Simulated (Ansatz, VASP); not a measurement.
## One calculation of ScAlN2, two programs

File INCAR:

```
SYSTEM = ScAlN2
ALGO = Normal
EDIFF = 1E-6
ENCUT = 520
GGA = PE
ISIF = 2
ISMEAR = 0
LASPH = .TRUE.
LCHARG = .FALSE.
LREAL = .FALSE.
LWAVE = .FALSE.
NBANDS = 20
NELM = 80
PREC = Accurate
SIGMA = 0.1
```

Contents of KPOINTS:

```
k-points
0
G
  6 6 4
  0 0 0
```

The input POSCAR:

```
ScAlN2
1.0
    3.6039779800      0.0000000000      0.0000000000
   -1.8019889900      3.1211364900      0.0000000000
    0.0000000000      0.0000000000      5.7757155000
Sc Al N
1 1 2
Direct
    0.0000000000      0.0000000000      0.0000000000
    0.0000000000      0.0000000000      0.5000000000
    0.3333333300      0.6666666700      0.5000000000
    0.6666666700      0.3333333300      0.5000000000
```

Input for Ansatz:

```yaml
crystal:
  lattice:
    - [3.60397798, 0.0, 0.0]
    - [-1.80198899, 3.12113649, 0.0]
    - [0.0, 0.0, 5.7757155]
  atoms:
    - { symbol: Sc, position: [0.0, 0.0, 0.0] }
    - { symbol: Al, position: [0.0, 0.0, 0.5] }
    - { symbol: "N", position: [0.33333333, 0.66666667, 0.5] }
    - { symbol: "N", position: [0.66666667, 0.33333333, 0.5] }
basis:
  ecutwfc: 420
kpoints:
  mp_grid: { grid: [6, 6, 4] }
hamiltonian:
  xc: pbe
scf:
  occupations: { method: gaussian, width: 0.1 }
  lower_state_search: "off"
output:
  forces: true
  stress: true
  eigenvalues: true
```

Alike in both runs: task single point; functional PBE; k mesh 6 × 6 × 4; occupations gaussian, width 0.1 eV; no spin polarisation.

|  | VASP | Ansatz |
| --- | --- | --- |
| version | VASP 6.6.1 | Ansatz 0.2.0 |
| potentials or method | VASP PAW PBE potentials, release 64 (Sc_sv, Al, N), cutoff 520 eV | scalar-relativistic, plane waves, PAW |
| valence electrons in the cell | 24 | 24 |

VASP gave:

```
gap on the k mesh at the Fermi level (eV)                     : none
pressure (GPa)                                                : -1.4
traceless stress, the component that is largest in VASP (GPa) : -0.35
```

**Question.** Estimate Ansatz's values.

**Answer.** gap on the k mesh at the Fermi level (eV): none; pressure (GPa): -1.3; traceless stress, the component that is largest in VASP (GPa): -0.35.

A gap of «none» marks a metal or a gap that the smearing closes.
